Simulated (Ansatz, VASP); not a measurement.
# Ba3S4: VASP beside Ansatz

```
CELL_PARAMETERS angstrom
6.36863 0.00000 0.00000
0.00000 6.36863 0.00000
0.00000 0.00000 6.36863
ATOMIC_POSITIONS crystal
Ba 0.50000 0.00000 0.00000
Ba 0.00000 0.50000 0.00000
Ba 0.00000 0.00000 0.50000
S 0.00000 0.50000 0.50000
S 0.50000 0.00000 0.50000
S 0.50000 0.50000 0.00000
S 0.00000 0.00000 0.00000
```

Change from the starting cell: ordered vacancies on the cation sites of rock salt (Pm-3m, No. 221).

Alike in both runs: functional PBE; k mesh 6 × 6 × 6; occupations gaussian, width 0.1 eV; no spin polarisation.

Ansatz relaxed the structure, and its values are those at the end. VASP's run is a single point on that final structure, the one shown.

|  | VASP | Ansatz |
| --- | --- | --- |
| version | VASP 6.6.1 | Ansatz 0.2.0 |
| potentials or method | VASP PAW PBE potentials, release 64 (Ba_sv, S), cutoff 520 eV | scalar-relativistic, plane waves, PAW |
| valence electrons in the cell | 54 | 54 |

Ansatz gave:

| Quantity | Value |
| --- | --- |
| gap on the k mesh at the Fermi level (eV) | none |
| pressure (GPa) | 0.0 |

Task: Estimate VASP's values.

Result: gap on the k mesh at the Fermi level (eV): none; pressure (GPa): 0.4.

A gap of «none» marks a metal or a gap that the smearing closes.

Neither program's run includes spin-orbit coupling.
